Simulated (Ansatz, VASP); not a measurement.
Two plane-wave programs on W

Contents of INCAR:

```
  PREC = Accurate
  ENCUT = 600
  EDIFF = 1E-6
  ISMEAR = -1
  SIGMA = 0.08
  LREAL = False
  LASPH = True
  NELM = 60
  ALGO = Normal
  ISIF = 3
  LWAVE = False
  LCHARG = False
  GGA = PS
  IBRION = 2
  NSW = 100
  EDIFFG = -0.002
```

The input KPOINTS:

```
Automatic mesh
0
Gamma
  24 24 24
```

Contents of POSCAR:

```
W
1.0
   -1.5823450000      1.5823450000      1.5823450000
    1.5823450000     -1.5823450000      1.5823450000
    1.5823450000      1.5823450000     -1.5823450000
W
1
Direct
    0.0000000000      0.0000000000      0.0000000000
```

Input for Ansatz:

```yaml
crystal:
  lattice:
    - [-1.582345, 1.582345, 1.582345]
    - [1.582345, -1.582345, 1.582345]
    - [1.582345, 1.582345, -1.582345]
  atoms:
    - { symbol: W, position: [0.0, 0.0, 0.0] }
kpoints:
  mp_grid: { grid: [24, 24, 24] }
scf:
  occupations: { method: fermi_dirac, width: 0.08 }
hamiltonian:
  xc: pbesol
  pseudopotentials: { kind: paw }
relax:
  f_tol: 0.002
  max_steps: 80
  cell: {}
output:
  forces: true
  stress: true
```

Alike in both runs: task relaxation of cell and atoms; functional PBEsol; k mesh 24 × 24 × 24; occupations fermi-dirac, width 0.08 eV; no spin polarisation.

|  | VASP | Ansatz |
| --- | --- | --- |
| version | VASP 6.6.1 | Ansatz 0.2.0 |
| potentials or method | VASP PAW PBE potentials, release 64 (W_sv) | PAW with Ansatz's default frozen-core files, scalar-relativistic |
| plane-wave cutoff (eV) | 600 | 420 |
| valence electrons in the cell | 14 | 14 |

|  | VASP | Ansatz | Ansatz less VASP |
| --- | --- | --- | --- |
| relaxed volume (Å³/atom) | 15.72 | 15.69 | -0.036 |
| relaxed cell length with the largest relative difference (Å) | 2.734 | 2.732 | -0.0021 |

VASP's potentials were made for PBE, not for PBEsol.

Neither program's run includes spin-orbit coupling.
